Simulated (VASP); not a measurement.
## C: single point with PBE

Crystal: C.

```
CELL_PARAMETERS angstrom
2.46653 0.00000 0.00000
-1.23327 2.13608 0.00000
0.00000 0.00000 8.25746
ATOMIC_POSITIONS crystal
C 0.00000 0.00000 0.00250
C 0.00000 0.00000 0.50250
C 0.33333 0.66667 0.00250
C 0.66667 0.33333 0.50250
```

This cell differs from its parent crystal: strain -0.0300 x Voigt [0, 0, 1, 0, 0, 0].

* Program: VASP 6.6.1
* Task: single point
* Functional: PBE
* Potentials or basis: VASP PAW PBE potentials, release 64 (C)
* Cutoff: 520 eV
* k mesh: 24 × 24 × 6
* Occupations: gaussian, width 0.15 eV
* Spin: no spin polarisation

| Quantity | Value |
| --- | --- |
| Pressure | 0.4 GPa |
| Band gap on the k mesh | zero (filled and empty bands touch) |

Stress tensor (GPa, compression positive):
```
0.55 0.00 0.00
0.00 0.55 0.00
0.00 0.00 0.07
```

Levels at points of the mesh, in eV from the Fermi level:
| k point | band 4 | band 5 | band 6 | band 7 | band 8 | band 9 | band 10 | band 11 | band 12 | band 13 |
| --- | --- | --- | --- | --- | --- | --- | --- | --- | --- | --- |
| (0.00, 0.00, 0.00) | -7.30 | -3.04 | -3.04 | -3.04 | -3.04 | 3.18 | 6.79 | 8.30 | 8.30 | 8.31 |
| (0.50, 0.00, 0.00) | -13.22 | -6.42 | -6.41 | -2.45 | -2.27 | 1.57 | 1.82 | 7.33 | 7.40 | 10.66 |
| (0.00, 0.00, 0.50) | -7.62 | -3.04 | -3.04 | -3.04 | -3.04 | 4.58 | 4.58 | 8.31 | 8.31 | 8.31 |
| (0.50, 0.00, 0.50) | -13.23 | -6.42 | -6.42 | -2.36 | -2.36 | 1.67 | 1.67 | 7.36 | 7.36 | 11.56 |

Run time: 2.4 min on 1 thread of Intel(R) Xeon(R) Platinum 8259CL CPU @ 2.50GHz (Skylake/Cascade Lake), on a shared host, peak memory 0.23 GiB.

Caveat: the cell differs from its parent crystal (strain -0.0300 x Voigt [0, 0, 1, 0, 0, 0]); this functional lacks dispersion, which binds the layers, so the pressure and a relaxed spacing across them are unreliable.
